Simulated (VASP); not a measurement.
Wanted: the native input for a VASP 6.6.1 run.

```yaml
Task: single point
Functional: PBE
Potentials_or_basis: VASP PAW PBE potentials, release 64 (N)
Cutoff: 520 eV
k_mesh: 18 × 18 × 16
Occupations: gaussian, width 0.05 eV
Spin: no spin polarisation
Dipole_correction: no
Further_INCAR_settings: ALGO = Normal; EDIFF = 1e-06; NBANDS = 12
```

The structure of N lies in POSCAR:

```
N
1.0
    2.5194737900      0.0000000000      0.0000000000
   -1.2597368900      2.1819283100      0.0000000000
    0.0000000000      0.0000000000      2.4460020000
N
2
Direct
    0.6666666700      0.3333333300      0.2500000000
    0.3333333300      0.6666666700      0.7500000000
```

These files were run (other wordings do the same):

INCAR

```
  ALGO = Normal
  EDIFF = 1E-6
  ENCUT = 520
  GGA = PE
  ISIF = 2
  ISMEAR = 0
  LASPH = T
  LCHARG = T
  LELF = T
  LREAL = F
  LVHAR = T
  LWAVE = F
  NBANDS = 12
  NELM = 80
  PREC = Accurate
  SIGMA = 0.05
```

KPOINTS

```
k-points
0
Gamma
  18 18 16
```

Potentials or basis: VASP PAW PBE potentials, release 64 (N).

Command:

```sh
$ cat potpaw_PBE.64/N/POTCAR > POTCAR
$ mpirun -np 1 vasp_std > vasp.out
```

It gave:

```json
{
  "Pressure": "9.8 GPa",
  "Band gap on the k mesh": "zero (bands 5 and 6 overlap by 4.98 eV)"
}
```

Caveat: the stress differs along the axes, from 1 to 14 GPa.

Run time: 49 s on 1 thread of Intel Xeon 8259CL (shared host), peak memory 0.15 GiB.
